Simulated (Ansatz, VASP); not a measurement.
Two plane-wave programs on BeSn2S3

```
Be Sn S
1.0
    -0.03701    3.64258   -0.35529
    -1.45589   -0.85199    8.98588
    10.16530   -0.11482   -0.70658
Be Sn S
2 4 6
Cartesian
  2.0554 2.1143 1.0920
  7.1405 2.0561 0.7369
  1.3973 0.6455 4.7498
  6.4810 0.5878 4.3942
  3.4954 -0.8236 8.0789
  8.5782 -0.8806 7.7253
  0.2718 1.0613 8.0820
  5.3548 1.0032 7.7271
  2.2246 0.3861 2.1954
  7.3116 0.3281 1.8403
  3.1891 -1.1016 5.4875
  8.2723 -1.1591 5.1331
```

Change from the starting cell: cell x2, atoms moved at random (sigma 0.15 Å) and cell strained at random (1.5 %), then relaxed without symmetry.

Alike in both runs: functional PBE; k mesh 4 × 2 × 2; occupations gaussian, width 0.1 eV; no spin polarisation.

Ansatz relaxed the structure, and its values are those at the end. VASP's run is a single point on that final structure, the one shown.

```csv
,VASP,Ansatz
version,VASP 6.6.1,Ansatz 0.2.0
potentials or method,"VASP PAW PBE potentials, release 64 (Be, Sn_d, S), cutoff 520 eV","scalar-relativistic, plane waves, PAW"
valence electrons in the cell,96,96
```

Ansatz gave:

```
gap on the k mesh at the Fermi level (eV) : 0.75
least direct gap on the mesh (eV)         : 1.51
pressure (GPa)                            : 0.1
rms of the force components (eV/Å)        : 0.007
```

Problem. Which values does VASP return?

Solution. gap on the k mesh at the Fermi level (eV): 0.75; least direct gap on the mesh (eV): 1.51; pressure (GPa): 0.1; rms of the force components (eV/Å): 0.010.

With one functional, cell and mesh, what is left measures potentials, basis and numerics.

The k mesh is coarse, so the values compare programs but aren't converged.
